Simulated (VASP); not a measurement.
# GdN (Fm-3m) in VASP: notebook, part 2 of 2

VASP 6.6.1. The steps go on from the part before.

### 6 Single point, PBE+U, collinear spin, ferrimagnetic start (volume scaled by 1.020)

Input file INCAR:

```
SYSTEM = GdN
PREC = Accurate
ENCUT = 520
EDIFF = 1E-6
ISMEAR = 0
SIGMA = 0.05
LREAL = .False.
LASPH = .True.
NELM = 150
ALGO = Normal
ISIF = 2
LWAVE = .False.
LCHARG = .False.
ISPIN = 2
MAGMOM = 7.64 -0.16
LORBIT = 11
LMAXMIX = 6
LDAU = .True.
LDAUTYPE = 2
LDAUL = 3 -1
LDAUU = 6 0
LDAUJ = 0 0
LDAUPRINT = 1
GGA = PE
NBANDS = 22
```

Input file KPOINTS:

```
Automatic mesh
0
Gamma
  10 10 10
  0 0 0
```

Input file POSCAR:

```
GdN
1.0
    0.0000000000      2.5175773337      2.5175773337
    2.5175773337      0.0000000000      2.5175773337
    2.5175773337      2.5175773337      0.0000000000
Gd N
1 1
Direct
    0.0000000000      0.0000000000      0.0000000000
    0.5000000000      0.5000000000      0.5000000000
```

Potentials or basis: VASP PAW PBE potentials, release 64 (Gd, N).

Launch:

```console
$ cat potpaw_PBE.64/Gd/POTCAR potpaw_PBE.64/N/POTCAR > POTCAR
$ mpirun -np 1 vasp_std > vasp.out
```

Wall time 44 s (1 thread of Intel Xeon 6975P-C (Granite Rapids), shared host); peak memory 0.22 GiB.

The run converged. Its results:

```yaml
Free_energy: -22.8086 eV
Pressure: -2.4 GPa
Band_gap_on_the_k_mesh: zero (filled and empty bands overlap)
Net_moment: 7.00 μB per cell
Site_moments: Gd +6.87; N -0.11 μB
Valence_electrons_inside_the_program's_atomic_spheres: Gd 15.19; N 3.62
```

Levels at points of the mesh, in eV from the Fermi level:
Spin up:
| k point | band 13 | band 14 | band 15 | band 16 | band 17 | band 18 |
| --- | --- | --- | --- | --- | --- | --- |
| (0.00, 0.00, 0.00) | 0.23 | 0.23 | 0.23 | 2.63 | 2.63 | 2.63 |
| (0.50, 0.00, 0.00) | -4.08 | -2.27 | -2.27 | 5.16 | 5.86 | 5.86 |
| (0.50, 0.50, 0.00) | -1.29 | -0.23 | -0.17 | -0.17 | 6.43 | 6.46 |
Spin down:
| k point | band 4 | band 5 | band 6 | band 7 | band 8 | band 9 | band 10 | band 11 | band 12 | band 13 |
| --- | --- | --- | --- | --- | --- | --- | --- | --- | --- | --- |
| (0.00, 0.00, 0.00) | -18.51 | -12.78 | -0.32 | -0.32 | -0.32 | 3.44 | 3.44 | 3.44 | 3.66 | 4.47 |
| (0.50, 0.00, 0.00) | -18.60 | -10.98 | -3.84 | -2.19 | -2.19 | 4.44 | 4.80 | 4.80 | 5.09 | 5.09 |
| (0.50, 0.50, 0.00) | -18.89 | -12.48 | -1.01 | -0.43 | -0.43 | 0.42 | 4.87 | 4.90 | 5.00 | 5.00 |

Eigenvalues of the final occupation matrices:
| site | spin | trace | eigenvalues |
| --- | --- | --- | --- |
| site 1 f | 1 | 6.94 | 0.99 0.99 0.99 0.99 0.99 0.99 0.99 |
| site 1 f | 2 | 0.04 | 0.00 0.00 0.00 0.00 0.01 0.01 0.01 |

Caveat: spin-orbit coupling is left out, which moves the levels of the heavy elements; a cell with one magnetic atom can't hold antiferromagnetic order, which such compounds often take. The state reached can hang on the start; a lower one may exist.

### 7 Single point, PBE+U, collinear spin, ferrimagnetic start (volume scaled by 1.040)

Input file INCAR:

```
SYSTEM = GdN
ALGO     = Normal         ! electronic algorithm
EDIFF    = 1E-7           ! SCF threshold, eV
ENCUT    = 520            ! plane-wave cutoff, eV
GGA      = PE             ! functional
ISIF     = 2              ! what is computed and relaxed
ISMEAR   = 0              ! smearing method
ISPIN    = 2              ! spin polarisation
LASPH    = .True.         ! aspherical terms in the spheres
LCHARG   = .False.        ! write CHGCAR
LDAU     = .True.         ! DFT+U
LDAUJ    = 0 0          
LDAUL    = 3 -1           ! shell
LDAUPRINT= 1            
LDAUTYPE = 2            
LDAUU    = 6 0            ! U, eV
LMAXMIX  = 6              ! l up to which the mixer works
LORBIT   = 11             ! projections on sites
LREAL    = .False.        ! projectors in reciprocal space
LWAVE    = .False.        ! write WAVECAR
MAGMOM   = 7.64 -0.16     ! initial moments
NBANDS   = 22             ! bands
NELM     = 150            ! most SCF steps
PREC     = Accurate       ! precision mode
SIGMA    = 0.05           ! smearing width, eV
```

Input file KPOINTS:

```
k-points
0
Gamma
  10 10 10
  0 0 0
```

Input file POSCAR:

```
GdN
1.0
    0.0000000000      2.5339256966      2.5339256966
    2.5339256966      0.0000000000      2.5339256966
    2.5339256966      2.5339256966      0.0000000000
Gd N
1 1
Direct
    0.0000000000      0.0000000000      0.0000000000
    0.5000000000      0.5000000000      0.5000000000
```

Potentials or basis: VASP PAW PBE potentials, release 64 (Gd, N).

Launch:

```console
$ cat potpaw_PBE.64/Gd/POTCAR potpaw_PBE.64/N/POTCAR > POTCAR
$ mpirun -np 1 vasp_std > vasp.out
```

OUTCAR:

```text
SYSTEM = GdN
   EDIFF = 1E-7
   ENCUT = 520
   GGA = PE
   ISIF = 2
   ISMEAR = 0
   ISPIN = 2
   LASPH = .True.
   LORBIT = 11
   LREAL = .False.
   NELM = 150
   PREC = Accurate

 ion  position               nearest neighbor table
   1  0.000  0.000  0.000-   2 2.53   2 2.53   2 2.53   2 2.53   2 2.53   2 2.53
   2  0.500  0.500  0.500-   1 2.53   1 2.53   1 2.53   1 2.53   1 2.53   1 2.53

  LATTYP: Found a face centered cubic cell.
 ALAT       =     5.0678513932

  Lattice vectors:

 A1 = (   0.0000000000,   2.5339256966,   2.5339256966)
 A2 = (   2.5339256966,   0.0000000000,   2.5339256966)
 A3 = (   2.5339256966,   2.5339256966,   0.0000000000)

Analysis of symmetry for initial positions (statically):
=====================================================================
 Subroutine PRICEL returns:
 Original cell was already a primitive cell.

 Routine SETGRP: Setting up the symmetry group for a
 face centered cubic supercell.

[... 241 lines left out ...]
      6      -2.9525      1.00000
[... 1193 lines left out ...]
     21      13.8586      0.00000
     22      17.1859      0.00000

 [... further k-points ...]

------------------------ aborting loop because EDIFF is reached ----------------------------------------

  FORCE on cell =-STRESS in cart. coord.  units (eV):
  Direction    XX          YY          ZZ          XY          YZ          ZX
  --------------------------------------------------------------------------------------
  -------------------------------------------------------------------------------------
  Total       -1.0428173     -1.0428173     -1.0428173      0.0000000      0.0000000      0.0000000
  in kB      -51.3460652    -51.3460652    -51.3460652      0.0000000      0.0000000      0.0000000
  external PRESSURE =     -51.3460652 kB  Pullay stress =       0.0000000 kB

 VOLUME and BASIS-vectors are now :
 -----------------------------------------------------------------------------
  energy-cutoff  :      520.00
  volume of cell :       32.54
      direct lattice vectors                 reciprocal lattice vectors
     0.000000000  2.533925697  2.533925697    -0.197322282  0.197322282  0.197322282
     2.533925697  0.000000000  2.533925697     0.197322282 -0.197322282  0.197322282
     2.533925697  2.533925697  0.000000000     0.197322282  0.197322282 -0.197322282

 POSITION                                       TOTAL-FORCE (eV/Angst)
 -----------------------------------------------------------------------------------
      0.00000      0.00000      0.00000        -0.000000     -0.000000     -0.000000
      2.53393      2.53393      2.53393         0.000000      0.000000      0.000000
 -----------------------------------------------------------------------------------
    total drift:                                0.000000      0.000000      0.000000

  FREE ENERGIE OF THE ION-ELECTRON SYSTEM (eV)
  ---------------------------------------------------
  free  energy   TOTEN  =       -22.7940929628 eV

  energy  without entropy=      -22.7938666121  energy(sigma->0) =      -22.79397979

 total charge

# of ion       s       p       d       f       tot
--------------------------------------------------
    1        2.032   5.659   0.514   6.971  15.177
    2        1.246   2.366   0.000   0.000   3.612
--------------------------------------------------
tot          3.279   8.025   0.514   6.971  18.789

 magnetization (x)

# of ion       s       p       d       f       tot
--------------------------------------------------
    1       -0.006  -0.087   0.068   6.897   6.872
    2       -0.008  -0.102   0.000   0.000  -0.111
--------------------------------------------------
tot         -0.015  -0.189   0.068   6.897   6.761
```

Run time: 56 s. Hardware: 1 thread of Intel Xeon 6975P-C (Granite Rapids), shared host; peak memory 0.22 GiB.

Results:

- Free energy: -22.7941 eV
- Pressure: -5.1 GPa
- Band gap on the k mesh: zero (filled and empty bands overlap)
- Net moment: 7.00 μB per cell
- Site moments: Gd +6.87; N -0.11 μB
- Valence electrons inside the program's atomic spheres: Gd 15.18; N 3.61

Eigenvalues of the final occupation matrices:
| site | spin | trace | eigenvalues |
| --- | --- | --- | --- |
| site 1 f | 1 | 6.94 | 0.99 0.99 0.99 0.99 0.99 0.99 0.99 |
| site 1 f | 2 | 0.04 | 0.00 0.00 0.00 0.00 0.01 0.01 0.01 |

Caveat: spin-orbit coupling is left out, which moves the levels of the heavy elements; a cell with one magnetic atom can't hold antiferromagnetic order, which such compounds often take. The state reached can hang on the start; a lower one may exist.

### 8 Overview

| spin | cell | k mesh | gap on the mesh (eV) | pressure (GPa) | moment (μB) |
| --- | --- | --- | --- | --- | --- |
| collinear, ferromagnetic start | a = 3.535 Å, angles 60.0°, 2 atoms | 5 × 5 × 5 | none | 0.9 | 7.00 |
| collinear, ferrimagnetic start | a = 3.489 Å, angles 60.0°, 2 atoms | 10 × 10 × 10 | none | 7.0 | 7.00 |
| collinear, ferrimagnetic start | a = 3.513 Å, angles 60.0°, 2 atoms | 10 × 10 × 10 | none | 3.5 | 7.00 |
| collinear, ferromagnetic start | a = 3.537 Å, angles 60.0°, 2 atoms | 10 × 10 × 10 | none | 0.3 | 7.00 |
| collinear, ferrimagnetic start | a = 3.560 Å, angles 60.0°, 2 atoms | 10 × 10 × 10 | none | -2.4 | 7.00 |
| collinear, ferrimagnetic start | a = 3.584 Å, angles 60.0°, 2 atoms | 10 × 10 × 10 | none | -5.1 | 7.00 |

Alike in all rows: task single point; level PBE+U; potentials or basis VASP PAW PBE potentials, release 64 (Gd, N); Gd f U = 6.0 eV; cutoff (eV) 520; smearing gaussian 0.05 eV.

Caveats: some runs use coarse meshes; spin-orbit coupling is left out, which moves the levels of the heavy elements; a cell with one magnetic atom can't hold antiferromagnetic order, which such compounds often take.

Absolute energies hang on the potentials; compare differences alone.
